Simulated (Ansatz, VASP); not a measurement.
## One calculation of CO2, two programs

The input POSCAR:

```
CO2
1.0
    4.1925575246      0.0000000000      0.0000000000
    0.0000000000      4.1925575246      0.0000000000
    0.0000000000      0.0000000000      4.6051154204
C O
2 4
Direct
    0.5000000000      0.5000000000      0.5000000000
    0.0000000000      0.0000000000      0.0000000000
    0.3042678613      0.6957321387      0.5000000000
    0.6957321387      0.3042678613      0.5000000000
    0.1957321387      0.1957321387      0.0000000000
    0.8042678613      0.8042678613      0.0000000000
```

File INCAR.step1:

```
SYSTEM = CO2
PREC = Accurate
ENCUT = 520
ISMEAR = 0
SIGMA = 0.01
LREAL = .FALSE.
LASPH = .TRUE.
NELM = 60
NBANDS = 25
GGA = PE
ALGO = Normal
EDIFF = 1E-4
LWAVE = .TRUE.
LCHARG = .FALSE.
```

File INCAR.step2:

```
SYSTEM = CO2
PREC = Accurate
ENCUT = 520
EDIFF = 1E-6
ISMEAR = 0
SIGMA = 0.01
LREAL = .FALSE.
LASPH = .TRUE.
NELM = 60
ALGO = Normal
ISIF = 2
LWAVE = .FALSE.
LCHARG = .FALSE.
METAGGA = R2SCAN
LMIXTAU = .TRUE.
NBANDS = 25
ISTART = 1
```

The input KPOINTS:

```
Automatic mesh
0
G
  6 6 6
  0 0 0
```

Input for Ansatz:

```yaml
crystal:
  lattice:
    - [4.1925575246, 0.0, 0.0]
    - [0.0, 4.1925575246, 0.0]
    - [0.0, 0.0, 4.6051154204]
  atoms:
    - { symbol: C, position: [0.5, 0.5, 0.5] }
    - { symbol: C, position: [0.0, 0.0, 0.0] }
    - { symbol: O, position: [0.3042678613, 0.6957321387, 0.5] }
    - { symbol: O, position: [0.6957321387, 0.3042678613, 0.5] }
    - { symbol: O, position: [0.1957321387, 0.1957321387, 0.0] }
    - { symbol: O, position: [0.8042678613, 0.8042678613, 0.0] }
kpoints:
  mp_grid: { grid: [6, 6, 6] }
  band_path:
    path:
      - [0.0, 0.0, 0.0]
      - [0.0, 0.5, 0.0]
      - [0.5, 0.5, 0.0]
      - [0.0, 0.0, 0.5]
      - [0.0, 0.5, 0.5]
      - [0.5, 0.5, 0.5]
    npoints: 1
hamiltonian:
  xc: r2scan
scf:
  occupations: { method: fixed }
  n_extra_bands: 5
output:
  forces: true
  stress: true
  eigenvalues: true
```

Alike in both runs: task single point; functional r2SCAN; k mesh 6 × 6 × 6; no spin polarisation.

|  | VASP | Ansatz |
| --- | --- | --- |
| version | VASP 6.6.1 | Ansatz 0.2.0 |
| potentials or method | VASP PAW PBE potentials, release 64 (C, O) | plane waves, PAW |
| plane-wave cutoff (eV) | 520 | 500 |
| occupations | gaussian, width 0.01 eV | fixed |
| valence electrons in the cell | 32 | 32 |

```tsv
	VASP	Ansatz	Ansatz less VASP
gap on the k mesh at the Fermi level (eV)	7.25	7.28	+0.025
pressure (GPa)	2.6	0.6	-2.03
traceless stress, the component that is largest in VASP (GPa)	-2.16	0.24	+2.402
rms of the force components (eV/Å)	0.332	0.039	-0.2936
```

VASP's potentials were made for PBE, not for r2SCAN. Atom by atom the forces differ by 0.371 eV/Å (rms over components).

Noted on VASP's run: the standard files for N, O and F lose accuracy on very short bonds.
